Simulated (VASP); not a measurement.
# MoAs3 (P6_3/mmc) in VASP: further runs

Runs on MoAs3. Level: PBE. Tasks: single point, relaxation of cell and atoms.

Everything below comes from runs of VASP 6.6.1. Logs are shortened: lines on timing, memory, paths and dates and some standing lists are left out, and cuts for length are marked.

## Step 1: The cell of the first run

Symmetry: P6_3/mmc, No. 194, hexagonal system. Conventional cell: a = 5.989 Å, b = 5.989 Å, c = 4.682 Å, α = 90.00°, β = 90.00°, γ = 120.00°. Mo (site symmetry -6m2) has 12 As at 2.79 to 3.00 Å within 3.7 Å. Within 3.5 Å of As (site symmetry mm2) lie 8 As at 2.63 to 3.36 Å and 4 Mo at 2.79 to 3.00 Å.

## Step 2: Single point, PBE

The input, INCAR:

```
PREC = Accurate
ENCUT = 520
EDIFF = 1E-6
ISMEAR = 0
SIGMA = 0.1
LREAL = False
LASPH = True
NELM = 80
ALGO = Normal
ISIF = 2
LWAVE = False
LCHARG = False
GGA = PE
NBANDS = 39
```

The input, KPOINTS:

```
Automatic mesh
0
Gamma
  6 6 8
```

The input, POSCAR:

```
MoAs3
1.0
    5.9888390082      0.0000000000      0.0000000000
   -2.9944195041      5.1864867203      0.0000000000
    0.0000000000      0.0000000000      4.6821618373
Mo As
2 6
Direct
    0.3333333333      0.6666666667      0.2500000000
    0.6666666667      0.3333333333      0.7500000000
    0.8130787695      0.6261575391      0.2500000000
    0.1869212305      0.8130787695      0.7500000000
    0.3738424609      0.1869212305      0.2500000000
    0.1869212305      0.3738424609      0.7500000000
    0.8130787695      0.1869212305      0.2500000000
    0.6261575391      0.8130787695      0.7500000000
```

Potentials or basis: VASP PAW PBE potentials, release 64 (Mo_sv, As).

Launch:

```bash
$ cat potpaw_PBE.64/Mo_sv/POTCAR potpaw_PBE.64/As/POTCAR > POTCAR
$ mpirun -np 1 vasp_std > vasp.out
```

OUTCAR:

```text
PREC = Accurate
   ENCUT = 520
   EDIFF = 1E-6
   ISMEAR = 0
   LREAL = False
   LASPH = True
   NELM = 80
   ISIF = 2
   GGA = PE

 ion  position               nearest neighbor table
   1  0.333  0.667  0.250-   4 2.79   4 2.79   8 2.79   8 2.79   6 2.79   6 2.79   3 3.00   3 3.00
                             7 3.00   5 3.00   5 3.00   7 3.00
   2  0.667  0.333  0.750-   7 2.79   7 2.79   5 2.79   5 2.79   3 2.79   3 2.79   6 3.00   6 3.00
                             4 3.00   8 3.00   8 3.00   4 3.00
   3  0.813  0.626  0.250-   5 2.63   7 2.63   2 2.79   2 2.79   1 3.00   1 3.00
   4  0.187  0.813  0.750-   8 2.63   6 2.63   1 2.79   1 2.79   2 3.00   2 3.00
   5  0.374  0.187  0.250-   7 2.63   3 2.63   2 2.79   2 2.79   1 3.00   1 3.00
   6  0.187  0.374  0.750-   4 2.63   8 2.63   1 2.79   1 2.79   2 3.00   2 3.00
   7  0.813  0.187  0.250-   5 2.63   3 2.63   2 2.79   2 2.79   1 3.00   1 3.00
   8  0.626  0.813  0.750-   4 2.63   6 2.63   1 2.79   1 2.79   2 3.00   2 3.00

  LATTYP: Found a hexagonal cell.
 ALAT       =     5.9888390082
 C/A-ratio  =     0.7818146106

  Lattice vectors:

 A1 = (   5.9888390082,   0.0000000000,   0.0000000000)
 A2 = (  -2.9944195041,   5.1864867203,   0.0000000000)
 A3 = (   0.0000000000,   0.0000000000,   4.6821618373)

Analysis of symmetry for initial positions (statically):
=====================================================================
 Subroutine PRICEL returns:
 Original cell was already a primitive cell.

 Routine SETGRP: Setting up the symmetry group for a
 hexagonal supercell.

 Subroutine GETGRP returns: Found 24 space group operations
 (whereof 12 operations were pure point group operations)
 out of a pool of 24 trial point group operations.

The static configuration has the point symmetry D_3d.
 The point group associated with its full space group is D_6h.

Analysis of symmetry for dynamics (positions and initial velocities):
=====================================================================
 Subroutine PRICEL returns:
 Original cell was already a primitive cell.

 Routine SETGRP: Setting up the symmetry group for a
 hexagonal supercell.

 Subroutine GETGRP returns: Found 24 space group operations
 (whereof 12 operations were pure point group operations)
 out of a pool of 24 trial point group operations.

The dynamic configuration has the point symmetry D_3d.
 The point group associated with its full space group is D_6h.

 Subroutine INISYM returns: Found 24 space group operations
 (whereof 12 operations are pure point group operations),
 and found     1 'primitive' translations

----------------------------------------------------------------------------------------

                                     Primitive cell

  volume of cell :     145.4328

  direct lattice vectors                    reciprocal lattice vectors
     5.988839008  0.000000000  0.000000000     0.166977272  0.096404373  0.000000000
    -2.994419504  5.186486720  0.000000000     0.000000000  0.192808746  0.000000000
     0.000000000  0.000000000  4.682161837     0.000000000  0.000000000  0.213576556

  length of vectors
     5.988839008  5.988839008  4.682161837     0.192808746  0.192808746  0.213576556

  position of ions in fractional coordinates (direct lattice)
     0.333333333  0.666666667  0.250000000
     0.666666667  0.333333333  0.750000000
     0.813078770  0.626157539  0.250000000
     0.186921230  0.813078770  0.750000000
     0.373842461  0.186921230  0.250000000
     0.186921230  0.373842461  0.750000000
     0.813078770  0.186921230  0.250000000
     0.626157539  0.813078770  0.750000000

  ion indices of the primitive-cell ions
   primitive index   ion index
                 1           1
                 2           2
                 3           3
                 4           4
                 5           5
                 6           6
                 7           7
                 8           8

----------------------------------------------------------------------------------------

 KPOINTS: Automatic mesh

Automatic generation of k-mesh.
 Grid dimensions read from file:
 generate k-points for:    6    6    8

 Generating k-lattice:

  Cartesian coordinates                     Fractional coordinates (reciprocal lattice)
     0.027829545  0.016067395  0.000000000     0.166666667  0.000000000  0.000000000
     0.000000000  0.032134791  0.000000000     0.000000000  0.166666667  0.000000000
     0.000000000  0.000000000  0.026697070     0.000000000  0.000000000  0.125000000

  Length of vectors
     0.032134791  0.032134791  0.026697070

  Shift w.r.t. Gamma in fractional coordinates (k-lattice)
     0.000000000  0.000000000  0.000000000

 Subroutine IBZKPT returns following result:
 ===========================================

 Found     35 irreducible k-points:

 Following reciprocal coordinates:
            Coordinates               Weight
  0.000000  0.000000  0.000000      1.000000
  0.166667  0.000000  0.000000      6.000000
  0.333333  0.000000  0.000000      6.000000
  0.500000  0.000000  0.000000      3.000000
  0.166667  0.166667  0.000000      6.000000
  0.333333  0.166667  0.000000     12.000000
[... 16 lines left out ...]
  0.166667  0.000000  0.375000     12.000000
  0.333333  0.000000  0.375000     12.000000
 [... further k-points ...]
   k-points           NKPTS =     35   k-points in BZ     NKDIM =     35   number of bands    NBANDS=     39
   number of dos      NEDOS =    301   number of ions     NIONS =      8
   total plane-waves  NPLWV =  82944
   dimension x,y,z NGX =    48 NGY =   48 NGZ =   36
   dimension x,y,z NGXF=    96 NGYF=   96 NGZF=   72
   ions per type =               2   6
   NGX,Y,Z   is equivalent  to a cutoff of  13.32, 13.32, 12.78 a.u.
   NGXF,Y,Z  is equivalent  to a cutoff of  26.65, 26.65, 25.56 a.u.
 SYSTEM =  unknown system
   PREC   = accura    normal or accurate (medium, high low for compatibility)
   ISTART =      0    job   : 0-new  1-cont  2-samecut
   ICHARG =      2    charge: 1-file 2-atom 10-const
   ISPIN  =      1    spin polarized calculation?
   LNONCOLLINEAR =      F non collinear calculations
   LSORBIT =      F    spin-orbit coupling
   LASPH  =      T    aspherical Exc in radial PAW
   ENCUT  =  520.0 eV  38.22 Ry    6.18 a.u.  11.14 11.14  8.71*2*pi/ulx,y,z
   NELM   =     80;   NELMIN=  2; NELMDL= -5     # of ELM steps
   EDIFF  = 0.1E-05   stopping-criterion for ELM
   LREAL  =      F    real-space projection
   EDIFFG = 0.1E-04   stopping-criterion for IOM
   NSW    =      0    number of steps for IOM
   IBRION =     -1    ionic relax: 0-MD 1-quasi-New 2-CG
   NFREE  =      0    steps in history (QN), initial steepest desc. (CG)
   ISIF   =      2    stress and relaxation
   ISYM   =      2    0-nonsym 1-usesym 2-fastsym
   POTIM  = 0.5000    time-step for ionic-motion
   TEBEG  =    0.0;   TEEND  =   0.0 temperature during run
   PSTRESS=    0.0 pullay stress
   NELECT =      58.0000    total number of electrons
   NUPDOWN=      -1.0000    fix difference up-down
   EMIN   =  10.00;   EMAX   =-10.00  energy-range for DOS
   EFERMI =   0.00;   METHOD = LEGACY
   ISMEAR =     0;   SIGMA  =   0.10  broadening in eV -4-tet -1-fermi 0-gaus
   EFERMI_NEDOS =   21; number of points for ismear=-14 and -15
   IALGO  =     38    algorithm
   IMIX   =      4    mixing-type and parameters
     AMIX     =   0.40;   BMIX     =  1.00
     AMIX_MAG =   1.60;   BMIX_MAG =  1.00
  volume/ion in A,a.u.               =      18.18       122.68
  Fermi-wavevector in a.u.,A,eV,Ry     =   1.205027  2.277171 19.756879  1.452090
  Thomas-Fermi vector in A             =   2.340735
   LORBIT       =      0    0 simple, 1 ext, 2 COOP (PROOUT), +10 PAW based schemes
   GGA     = PE    functional components
   LHFCALC =     F    Hartree Fock is set to
   AEXX    =    0.0000 exact exchange contribution
   IVDW    =     0    specifies the selected vdW correction
   LEPSILON=     F    determine dielectric tensor
   LRPA    =     F    only Hartree local field effects (RPA)
 non-spin polarized calculation
 Gauss-broadening in eV      SIGMA  =   0.10
  energy-cutoff  :      520.00
  volume of cell :      145.43
 maximum number of plane-waves:      3940
 NGX is ok and might be reduce to    48
   NGX = 23   NGY = 23   NGZ = 17

 number of electron      58.0000000 magnetization

 Free energy of the ion-electron system (eV)
  ---------------------------------------------------
  ext. energy  EPLUGINS =         0.00000000
  ---------------------------------------------------
  free energy    TOTEN  =       -46.60681278 eV

  energy without entropy =      -46.58053386  energy(sigma->0) =      -46.59367332

 E-fermi :   7.9104     XC(G=0): -11.2702

 val. band max:        7.9058529671   @ k =   0.5000   0.0000   0.3750
 cond. band min:       7.9431816024   @ k =   0.3333   0.0000   0.3750
 fundamental gap:      0.0373286353
 Fermi energy:         7.9103507844

 k-point     1 :       0.0000    0.0000    0.0000
  band No.  band energies     occupation
      1     -53.1540      2.00000
      2     -53.1527      2.00000
      3     -27.2813      2.00000
      4     -27.2813      2.00000
      5     -27.2697      2.00000
      6     -27.2697      2.00000
[... 31 lines left out ...]
     38      11.3281      0.00000
     39      11.9899      0.00000

 k-point     2 :       0.1667    0.0000    0.0000
  band No.  band energies     occupation
      1     -53.1539      2.00000
      2     -53.1528      2.00000
      3     -27.2818      2.00000
      4     -27.2809      2.00000
      5     -27.2702      2.00000
      6     -27.2692      2.00000
[... 913 lines left out ...]
     38      10.8584      0.00000
     39      10.9943      0.00000

 k-point    24 :       0.3333    0.0000    0.3750
  band No.  band energies     occupation
      1     -53.1534      2.00000
      2     -53.1531      2.00000
      3     -27.2778      2.00000
      4     -27.2778      2.00000
      5     -27.2745      2.00000
      6     -27.2723      2.00000
[... 31 lines left out ...]
     38      11.2356      0.00000
     39      11.5000      0.00000

 [... further k-points ...]

------------------------ aborting loop because EDIFF is reached ----------------------------------------

  FORCE on cell =-STRESS in cart. coord.  units (eV):
  Direction    XX          YY          ZZ          XY          YZ          ZX
  --------------------------------------------------------------------------------------
  -------------------------------------------------------------------------------------
  Total        0.2670903      0.2670903      0.2358010     -0.0000000      0.0000000     -0.0000000
  in kB        2.9424315      2.9424315      2.5977292     -0.0000000      0.0000000     -0.0000000
  external PRESSURE =       2.8275307 kB  Pullay stress =       0.0000000 kB

 VOLUME and BASIS-vectors are now :
 -----------------------------------------------------------------------------
  energy-cutoff  :      520.00
  volume of cell :      145.43
      direct lattice vectors                 reciprocal lattice vectors
     5.988839008  0.000000000  0.000000000     0.166977272  0.096404373  0.000000000
    -2.994419504  5.186486720  0.000000000     0.000000000  0.192808746  0.000000000
     0.000000000  0.000000000  4.682161837     0.000000000  0.000000000  0.213576556

 POSITION                                       TOTAL-FORCE (eV/Angst)
 -----------------------------------------------------------------------------------
     -0.00000      3.45766      1.17054        -0.000000     -0.000000      0.000000
      2.99442      1.72883      3.51162        -0.000000      0.000000      0.000000
      2.99442      3.24756      1.17054        -0.000000      0.040309      0.000000
     -1.31526      4.21702      3.51162        -0.034909      0.020155     -0.000000
      1.67916      0.96946      1.17054        -0.034909     -0.020155      0.000000
      0.00000      1.93893      3.51162        -0.000000     -0.040309     -0.000000
      4.30968      0.96946      1.17054         0.034909     -0.020155      0.000000
      1.31526      4.21702      3.51162         0.034909      0.020155     -0.000000
 -----------------------------------------------------------------------------------
    total drift:                                0.000000     -0.000000      0.000000

  FREE ENERGIE OF THE ION-ELECTRON SYSTEM (eV)
  ---------------------------------------------------
  free  energy   TOTEN  =       -46.6068127786 eV

  energy  without entropy=      -46.5805338637  energy(sigma->0) =      -46.59367332
```

It took 5.3 min on 1 thread of Intel Xeon 8259CL, shared host; peak memory 0.36 GiB.

Results:

```
Free energy            : -46.6068 eV
Pressure               : 0.3 GPa
Largest force          : 0.040 eV/Å
Band gap on the k mesh : zero (bands 29 and 30 overlap by 0.64 eV)
```

Forces on the atoms (eV/Å):
```
Mo   0.000  0.000  0.000
Mo   0.000  0.000  0.000
As   0.000  0.040  0.000
As  -0.035  0.020  0.000
As  -0.035 -0.020  0.000
As   0.000 -0.040  0.000
As   0.035 -0.020  0.000
As   0.035  0.020  0.000
```

Levels at points of the mesh, in eV from the Fermi level:
| k point | band 27 | band 28 | band 29 | band 30 | band 31 | band 32 |
| --- | --- | --- | --- | --- | --- | --- |
| (0.00, 0.00, 0.00) | -0.83 | -0.53 | -0.22 | 0.36 | 0.36 | 0.36 |
| (0.50, 0.00, 0.00) | -1.10 | -0.84 | -0.78 | 0.21 | 0.33 | 0.42 |
| (0.00, 0.00, 0.50) | 0.04 | 0.04 | 0.04 | 0.04 | 0.04 | 0.04 |
| (0.50, 0.00, 0.50) | -0.35 | -0.35 | -0.22 | -0.22 | 0.57 | 0.57 |

(Continued in part 2 of 2.)

The gap in the log of VASP goes by the Fermi energy; the results here count the filled bands.